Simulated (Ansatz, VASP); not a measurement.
## ZnS: VASP beside Ansatz

File INCAR:

```
PREC = Accurate
ENCUT = 520
EDIFF = 1E-7
ISMEAR = 0
SIGMA = 0.05
LREAL = False
LASPH = True
NELM = 80
ALGO = Normal
ISIF = 2
LWAVE = False
LCHARG = False
GGA = PE
NBANDS = 16
```

File KPOINTS:

```
regular mesh
0
Gamma
  10 10 10
```

POSCAR

```
ZnS
1.0
    0.0000000000      2.7046500000      2.7046500000
    2.7046500000      0.0000000000      2.7046500000
    2.7046500000      2.7046500000      0.0000000000
Zn S
1 1
Direct
    0.0000000000      0.0000000000     -0.0588242567
    0.7500000000      0.7500000000      0.7500000000
```

Input for Ansatz:

```yaml
crystal:
  lattice:
    - [0.0, 2.70465, 2.70465]
    - [2.70465, 0.0, 2.70465]
    - [2.70465, 2.70465, 0.0]
  atoms:
    - { symbol: Zn, position: [0.0, 0.0, -0.0588242567] }
    - { symbol: S, position: [0.75, 0.75, 0.75] }
basis:
  ecutwfc: 420
kpoints:
  mp_grid: { grid: [10, 10, 10] }
hamiltonian:
  xc: pbe
scf:
  occupations: { method: gaussian, width: 0.05 }
output:
  forces: true
  stress: true
  eigenvalues: true
```

Alike in both runs: task single point; functional PBE; k mesh 10 × 10 × 10; occupations gaussian, width 0.05 eV; no spin polarisation.

```csv
,VASP,Ansatz
version,VASP 6.6.1,Ansatz 0.2.0
potentials or method,"VASP PAW PBE potentials, release 64 (Zn, S), cutoff 520 eV","scalar-relativistic, plane waves, PAW"
valence electrons in the cell,18,18
```

|  | VASP | Ansatz | Ansatz less VASP |
| --- | --- | --- | --- |
| gap on the k mesh at the Fermi level (eV) | 2.02 | 2.01 | -0.008 |
| least direct gap on the mesh (eV) | 2.02 | 2.01 | -0.008 |
| pressure (GPa) | 3.3 | 3.1 | -0.16 |
| traceless stress, the component that is largest in VASP (GPa) | 4.02 | 3.97 | -0.049 |
| rms of the force components (eV/Å) | 0.883 | 0.878 | -0.0049 |

Atom by atom the forces differ by 0.005 eV/Å (rms over components).
